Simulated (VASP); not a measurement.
# SiO2 (Imma) in VASP: further runs

The runs below take SiO2 through single point, with LDA.

Program: VASP 6.6.1. These are calculated values, not measurements. Logs are shortened: lines on timing, memory, paths and dates and some standing lists are left out, and cuts for length are marked.

## 1. The cell of the first run

Symmetry: Imma, No. 74, orthorhombic system. Conventional cell: a = 5.230 Å, b = 9.476 Å, c = 8.873 Å, α = 90.00°, β = 90.00°, γ = 90.00°. Within 2.1 Å of Si (site symmetry m) lie 4 O at 1.59 to 1.61 Å. O (site symmetry mm2) has 2 Si at 1.61 Å within 2.1 Å. Within 2.1 Å of O (site symmetry 2) lie 2 Si at 1.60 Å. Within 2.1 Å of O (site symmetry 2/m) lie 2 Si at 1.59 Å.

## 2. Single point, LDA

The input, INCAR:

```
ALGO = Normal
EDIFF = 1E-6
ENCUT = 520
GGA = CA
ISIF = 2
ISMEAR = 0
LASPH = T
LCHARG = T
LELF = T
LREAL = F
LVHAR = T
LWAVE = F
NBANDS = 44
NELM = 100
PREC = Accurate
SIGMA = 0.02
```

The input, KPOINTS:

```
k-points
0
Gamma
  6 6 6
```

The input, POSCAR:

```
SiO2
1.0
   -2.6150634497      4.7378722631      4.4366925933
    2.6150634497     -4.7378722631      4.4366925933
    2.6150634497      4.7378722631     -4.4366925933
Si O
4 8
Direct
    0.9275554426      0.8441015192      0.0834539234
    0.7393524042      0.1558984808      0.5834539234
    0.0724445574      0.1558984808      0.9165460766
    0.2606475958      0.8441015192      0.4165460766
    0.1278353233      0.8778353233      0.2500000000
    0.8721646767      0.1221646767      0.7500000000
    0.7902925000      0.5000000000      0.7902925000
    0.2097075000      0.0000000000      0.7097075000
    0.2097075000      0.5000000000      0.2097075000
    0.7902925000      0.0000000000      0.2902925000
    0.0000000000      0.0000000000      0.0000000000
    0.5000000000      0.0000000000      0.5000000000
```

Potentials or basis: VASP PAW LDA potentials, release 64 (Si, O).

Launch:

```
> cat potpaw_LDA.64/Si/POTCAR potpaw_LDA.64/O/POTCAR > POTCAR
> mpirun -np 1 vasp_std > vasp.out
```

OUTCAR:

```text
EDIFF = 1E-6
   ENCUT = 520
   GGA = CA
   ISIF = 2
   ISMEAR = 0
   LASPH = T
   LREAL = F
   NELM = 100
   PREC = Accurate

 ion  position               nearest neighbor table
   1  0.928  0.844  0.083-  11 1.59   7 1.60  10 1.60   5 1.61   2 3.10   2 3.10
   2  0.739  0.156  0.583-  12 1.59  10 1.60   7 1.60   6 1.61   1 3.10   1 3.10
   3  0.072  0.156  0.917-  11 1.59   9 1.60   8 1.60   6 1.61   4 3.10   4 3.10
   4  0.261  0.844  0.417-  12 1.59   9 1.60   8 1.60   5 1.61   3 3.10   3 3.10
   5  0.128  0.878  0.250-   1 1.61   4 1.61
   6  0.872  0.122  0.750-   2 1.61   3 1.61
   7  0.790  0.500  0.790-   1 1.60   2 1.60
   8  0.210  0.000  0.710-   3 1.60   4 1.60
   9  0.210  0.500  0.210-   3 1.60   4 1.60
  10  0.790  0.000  0.290-   1 1.60   2 1.60
  11  0.000  0.000  0.000-   1 1.59   3 1.59
  12  0.500  0.000  0.500-   2 1.59   4 1.59

  LATTYP: Found a body centered orthorhombic cell.
 ALAT       =     5.2301268994
 B/A-ratio  =     1.6965908012
 C/A-ratio  =     1.8117618766

  Lattice vectors:

 A1 = (   2.6150634497,  -4.7378722631,  -4.4366925933)
 A2 = (  -2.6150634497,  -4.7378722631,   4.4366925933)
 A3 = (  -2.6150634497,   4.7378722631,  -4.4366925933)

Analysis of symmetry for initial positions (statically):
=====================================================================
 Subroutine PRICEL returns:
 Original cell was already a primitive cell.

 Routine SETGRP: Setting up the symmetry group for a
 body centered orthorhombic supercell.

 Subroutine GETGRP returns: Found  8 space group operations
 (whereof  4 operations were pure point group operations)
 out of a pool of  8 trial point group operations.

The static configuration has the point symmetry C_2h.
 The point group associated with its full space group is D_2h.

Analysis of symmetry for dynamics (positions and initial velocities):
=====================================================================
 Subroutine PRICEL returns:
 Original cell was already a primitive cell.

 Routine SETGRP: Setting up the symmetry group for a
 body centered orthorhombic supercell.

 Subroutine GETGRP returns: Found  8 space group operations
 (whereof  4 operations were pure point group operations)
 out of a pool of  8 trial point group operations.

The dynamic configuration has the point symmetry C_2h.
 The point group associated with its full space group is D_2h.

 Subroutine INISYM returns: Found  8 space group operations
 (whereof  4 operations are pure point group operations),
 and found     1 'primitive' translations

----------------------------------------------------------------------------------------

                                     Primitive cell

  volume of cell :     219.8796

  direct lattice vectors                    reciprocal lattice vectors
    -2.615063450  4.737872263  4.436692593     0.000000000  0.105532605  0.112696562
     2.615063450 -4.737872263  4.436692593     0.191199950  0.000000000  0.112696562
     2.615063450  4.737872263 -4.436692593     0.191199950  0.105532605  0.000000000

  length of vectors
     6.997873362  6.997873362  6.997873362     0.154394448  0.221941289  0.218390823

  position of ions in fractional coordinates (direct lattice)
     0.927555443  0.844101519  0.083453923
     0.739352404  0.155898481  0.583453923
     0.072444557  0.155898481  0.916546077
     0.260647596  0.844101519  0.416546077
     0.127835323  0.877835323  0.250000000
     0.872164677  0.122164677  0.750000000
     0.790292500  0.500000000  0.790292500
     0.209707500  0.000000000  0.709707500
     0.209707500  0.500000000  0.209707500
     0.790292500  0.000000000  0.290292500
     0.000000000  0.000000000  0.000000000
     0.500000000  0.000000000  0.500000000

  ion indices of the primitive-cell ions
   primitive index   ion index
                 1           1
                 2           2
                 3           3
                 4           4
                 5           5
                 6           6
                 7           7
                 8           8
                 9           9
                10          10
                11          11
                12          12

----------------------------------------------------------------------------------------

 KPOINTS: k-points

Automatic generation of k-mesh.
 Grid dimensions read from file:
 generate k-points for:    6    6    6

 Generating k-lattice:

  Cartesian coordinates                     Fractional coordinates (reciprocal lattice)
     0.000000000  0.017588767  0.018782760     0.166666667  0.000000000  0.000000000
     0.031866658  0.000000000  0.018782760     0.000000000  0.166666667  0.000000000
     0.031866658  0.017588767  0.000000000     0.000000000  0.000000000  0.166666667

  Length of vectors
     0.025732408  0.036990215  0.036398470

  Shift w.r.t. Gamma in fractional coordinates (k-lattice)
     0.000000000  0.000000000  0.000000000

 Subroutine IBZKPT returns following result:
 ===========================================

 Found     46 irreducible k-points:

 Following reciprocal coordinates:
            Coordinates               Weight
  0.000000  0.000000  0.000000      1.000000
  0.166667 -0.000000  0.000000      4.000000
  0.333333 -0.000000  0.000000      4.000000
  0.500000 -0.000000  0.000000      2.000000
 -0.000000  0.166667  0.000000      4.000000
  0.166667  0.166667  0.000000      8.000000
[... 16 lines left out ...]
 -0.166667  0.166667  0.166667      2.000000
  0.166667  0.333333  0.166667      4.000000
 [... further k-points ...]
   k-points           NKPTS =     46   k-points in BZ     NKDIM =     46   number of bands    NBANDS=     44
   number of dos      NEDOS =    301   number of ions     NIONS =     12
   total plane-waves  NPLWV = 157464
   dimension x,y,z NGX =    54 NGY =   54 NGZ =   54
   dimension x,y,z NGXF=   108 NGYF=  108 NGZF=  108
   ions per type =               4   8
   NGX,Y,Z   is equivalent  to a cutoff of  12.83, 12.83, 12.83 a.u.
   NGXF,Y,Z  is equivalent  to a cutoff of  25.66, 25.66, 25.66 a.u.
 SYSTEM =  unknown system
   PREC   = accura    normal or accurate (medium, high low for compatibility)
   ISTART =      0    job   : 0-new  1-cont  2-samecut
   ICHARG =      2    charge: 1-file 2-atom 10-const
   ISPIN  =      1    spin polarized calculation?
   LNONCOLLINEAR =      F non collinear calculations
   LSORBIT =      F    spin-orbit coupling
   LASPH  =      T    aspherical Exc in radial PAW
   ENCUT  =  520.0 eV  38.22 Ry    6.18 a.u.  13.01 13.01 13.01*2*pi/ulx,y,z
   NELM   =    100;   NELMIN=  2; NELMDL= -5     # of ELM steps
   EDIFF  = 0.1E-05   stopping-criterion for ELM
   LREAL  =      F    real-space projection
   EDIFFG = 0.1E-04   stopping-criterion for IOM
   NSW    =      0    number of steps for IOM
   IBRION =     -1    ionic relax: 0-MD 1-quasi-New 2-CG
   NFREE  =      0    steps in history (QN), initial steepest desc. (CG)
   ISIF   =      2    stress and relaxation
   ISYM   =      2    0-nonsym 1-usesym 2-fastsym
   POTIM  = 0.5000    time-step for ionic-motion
   TEBEG  =    0.0;   TEEND  =   0.0 temperature during run
   PSTRESS=    0.0 pullay stress
   NELECT =      64.0000    total number of electrons
   NUPDOWN=      -1.0000    fix difference up-down
   EMIN   =  10.00;   EMAX   =-10.00  energy-range for DOS
   EFERMI =   0.00;   METHOD = LEGACY
   ISMEAR =     0;   SIGMA  =   0.02  broadening in eV -4-tet -1-fermi 0-gaus
   EFERMI_NEDOS =   21; number of points for ismear=-14 and -15
   IALGO  =     38    algorithm
   IMIX   =      4    mixing-type and parameters
     AMIX     =   0.40;   BMIX     =  1.00
     AMIX_MAG =   1.60;   BMIX_MAG =  1.00
  volume/ion in A,a.u.               =      18.32       123.65
  Fermi-wavevector in a.u.,A,eV,Ry     =   1.084942  2.050243 16.015406  1.177099
  Thomas-Fermi vector in A             =   2.221044
   LORBIT       =      0    0 simple, 1 ext, 2 COOP (PROOUT), +10 PAW based schemes
   GGA     = CA    functional components
   LHFCALC =     F    Hartree Fock is set to
   AEXX    =    0.0000 exact exchange contribution
   IVDW    =     0    specifies the selected vdW correction
   LEPSILON=     F    determine dielectric tensor
   LRPA    =     F    only Hartree local field effects (RPA)
 non-spin polarized calculation
 Gauss-broadening in eV      SIGMA  =   0.02
  energy-cutoff  :      520.00
  volume of cell :      219.88
 maximum number of plane-waves:      5956
 NGX is ok and might be reduce to    54
   NGX = 25   NGY = 25   NGZ = 25

 number of electron      64.0000004 magnetization

 Free energy of the ion-electron system (eV)
  ---------------------------------------------------
  ext. energy  EPLUGINS =         0.00000000
  ---------------------------------------------------
  free energy    TOTEN  =      -103.60999286 eV

  energy without entropy =     -103.60999286  energy(sigma->0) =     -103.60999286

 E-fermi :  -1.5044     XC(G=0):  -7.4544

 val. band max:       -1.6624807031   @ k =   0.0000   0.0000   0.0000
 cond. band min:       3.7599518369   @ k =   0.0000   0.0000   0.0000
 fundamental gap:      5.4224325400
 Fermi energy:        -1.5044321885

 k-point     1 :       0.0000    0.0000    0.0000
  band No.  band energies     occupation
      1     -21.0032      2.00000
      2     -20.0576      2.00000
      3     -19.5349      2.00000
      4     -19.4964      2.00000
      5     -18.9131      2.00000
      6     -18.8618      2.00000
[... 36 lines left out ...]
     43       8.5728      0.00000
     44       8.9400      0.00000

 k-point     2 :       0.1667   -0.0000    0.0000
  band No.  band energies     occupation
      1     -20.9730      2.00000
      2     -20.1417      2.00000
      3     -19.6231      2.00000
      4     -19.3518      2.00000
      5     -18.9058      2.00000
      6     -18.8638      2.00000
[... 1026 lines left out ...]
 k-point    24 :       0.1667    0.3333    0.1667
  band No.  band energies     occupation
      1     -20.5059      2.00000
      2     -20.3404      2.00000
      3     -19.8266      2.00000
      4     -19.6088      2.00000
      5     -18.8732      2.00000
      6     -18.8585      2.00000
[... 36 lines left out ...]
     43       9.2732      0.00000
     44       9.4735      0.00000

 [... further k-points ...]
[... 5 lines left out ...]
  --------------------------------------------------------------------------------------
  -------------------------------------------------------------------------------------
  Total        0.6532932      0.4717264      0.5435638      0.0000000      0.0000000      0.0000000
  in kB        4.7602945      3.4372874      3.9607387      0.0000000      0.0000000      0.0000000
  external PRESSURE =       4.0527735 kB  Pullay stress =       0.0000000 kB

 VOLUME and BASIS-vectors are now :
 -----------------------------------------------------------------------------
  energy-cutoff  :      520.00
  volume of cell :      219.88
      direct lattice vectors                 reciprocal lattice vectors
    -2.615063450  4.737872263  4.436692593     0.000000000  0.105532605  0.112696562
     2.615063450 -4.737872263  4.436692593     0.191199950  0.000000000  0.112696562
     2.615063450  4.737872263 -4.436692593     0.191199950  0.105532605  0.000000000

 POSITION                                       TOTAL-FORCE (eV/Angst)
 -----------------------------------------------------------------------------------
     -0.00000      0.79079      7.49004         0.000000     -0.043916      0.035451
     -0.00000      5.52866      1.38335         0.000000     -0.043916     -0.035451
      2.61506      3.94708     -3.05335        -0.000000      0.043916     -0.035451
      2.61506     -0.79079      3.05335        -0.000000      0.043916      0.035451
      2.61506     -2.36894      3.35268         0.000000      0.000000      0.000243
      0.00000      7.10681      1.08401         0.000000      0.000000     -0.000243
      1.30753      5.11967      2.21835         0.000000     -0.009000      0.000000
      1.30753      4.35607     -2.21835        -0.000000      0.009000      0.000000
      1.30753     -0.38180      2.21835        -0.000000      0.009000      0.000000
     -1.30753      5.11967      2.21835         0.000000     -0.009000      0.000000
      0.00000      0.00000      0.00000         0.000000      0.000000      0.000000
      0.00000      4.73787      0.00000         0.000000      0.000000      0.000000
 -----------------------------------------------------------------------------------
    total drift:                               -0.000000      0.000000     -0.000000

  FREE ENERGIE OF THE ION-ELECTRON SYSTEM (eV)
  ---------------------------------------------------
  free  energy   TOTEN  =      -103.6099928624 eV

  energy  without entropy=     -103.6099928624  energy(sigma->0) =     -103.60999286
```

It took 8.3 min on 1 thread of Intel Xeon Platinum 8488C (Sapphire Rapids), shared host; peak memory 0.5 GiB.

What came out:

- Free energy: -103.6100 eV
- Pressure: 0.4 GPa
- Largest force: 0.056 eV/Å
- Band gap on the k mesh: 5.42 eV

Forces on the atoms (eV/Å):
```
Si   0.000 -0.044  0.035
Si   0.000 -0.044 -0.035
Si   0.000  0.044 -0.035
Si   0.000  0.044  0.035
O    0.000  0.000  0.000
O    0.000  0.000  0.000
O    0.000 -0.009  0.000
O    0.000  0.009  0.000
O    0.000  0.009  0.000
O    0.000 -0.009  0.000
O    0.000  0.000  0.000
O    0.000  0.000  0.000
```

Stress tensor (GPa, compression positive):
```
0.48 0.00 0.00
0.00 0.34 0.00
0.00 0.00 0.40
```

A k mesh can miss the band edges.

## 3. Single point, LDA

The input, INCAR:

```
SYSTEM = SiO2
ALGO = Normal ; EDIFF = 1E-6
ENCUT = 520 ; ISIF = 2
ISMEAR = 0 ; LASPH = .TRUE.
LCHARG = .FALSE. ; LREAL = .FALSE.
LWAVE = .FALSE. ; NBANDS = 44
NELM = 100 ; PREC = Accurate
SIGMA = 0.02
```

The input, KPOINTS:

```
k-points
0
G
  6 6 6
  0 0 0
```

The input, POSCAR:

```
SiO2
1.0
   -2.6150634384      4.7378721332      4.4366927626
    2.6150634384     -4.7378721332      4.4366927626
    2.6150634384      4.7378721332     -4.4366927626
Si O
4 8
Direct
    0.9275554424      0.8441015210      0.0834539215
    0.7393524005      0.1558984790      0.5834539215
    0.0724445576      0.1558984790      0.9165460785
    0.2606475995      0.8441015210      0.4165460785
    0.1278353228      0.8778353228      0.2500000000
    0.8721646772      0.1221646772      0.7500000000
    0.7902925021      0.5000000000      0.7902925021
    0.2097074979      0.0000000000      0.7097074979
    0.2097074979      0.5000000000      0.2097074979
    0.7902925021      0.0000000000      0.2902925021
    0.0000000000      0.0000000000      0.0000000000
    0.5000000000      0.0000000000      0.5000000000
```

Potentials or basis: VASP PAW LDA potentials, release 64 (Si, O).

Launch:

```
> cat potpaw_LDA.64/Si/POTCAR potpaw_LDA.64/O/POTCAR > POTCAR
> mpirun -np 1 vasp_std > vasp.out
```

Run time: 13 min. Hardware: 1 thread of Intel Xeon Platinum 8259CL at 2.50GHz (Skylake/Cascade Lake), shared host; peak memory 0.5 GiB.

Results (log left out):

| Quantity | Value |
| --- | --- |
| Free energy | -103.6100 eV |
| Pressure | 0.4 GPa |
| Largest force | 0.056 eV/Å |
| Band gap on the k mesh | 5.42 eV |

Forces on the atoms (eV/Å):
```
Si   0.000 -0.044  0.035
Si   0.000 -0.044 -0.035
Si   0.000  0.044 -0.035
Si   0.000  0.044  0.035
O    0.000  0.000  0.000
O    0.000  0.000  0.000
O    0.000 -0.009  0.000
O    0.000  0.009  0.000
O    0.000  0.009  0.000
O    0.000 -0.009  0.000
O    0.000  0.000  0.000
O    0.000  0.000  0.000
```

Stress tensor (GPa, compression positive):
```
0.48 0.00 0.00
0.00 0.34 0.00
0.00 0.00 0.40
```

Levels at points of the mesh, in eV from the valence-band top:
| k point | band 28 | band 29 | band 30 | band 31 | band 32 | band 33 | band 34 | band 35 | band 36 | band 37 |
| --- | --- | --- | --- | --- | --- | --- | --- | --- | --- | --- |
| (0.00, 0.00, 0.00) | -1.31 | -1.05 | -0.75 | -0.46 | 0.00 | 5.42 | 8.35 | 8.71 | 8.87 | 9.07 |
| (0.50, 0.00, 0.00) | -1.22 | -0.58 | -0.57 | -0.32 | -0.17 | 6.39 | 6.92 | 8.49 | 9.00 | 9.05 |
| (0.00, 0.50, 0.00) | -1.41 | -0.89 | -0.85 | -0.79 | -0.22 | 7.64 | 7.71 | 8.36 | 8.46 | 9.18 |
| (0.50, 0.50, 0.00) | -1.50 | -0.99 | -0.99 | -0.43 | -0.43 | 7.62 | 7.62 | 8.85 | 8.85 | 9.12 |
| (0.50, 0.50, 0.50) | -1.37 | -0.60 | -0.26 | -0.24 | -0.02 | 7.33 | 7.47 | 7.69 | 7.85 | 8.62 |

A k mesh can miss the band edges.

(Part 1 of 2 ends here.)
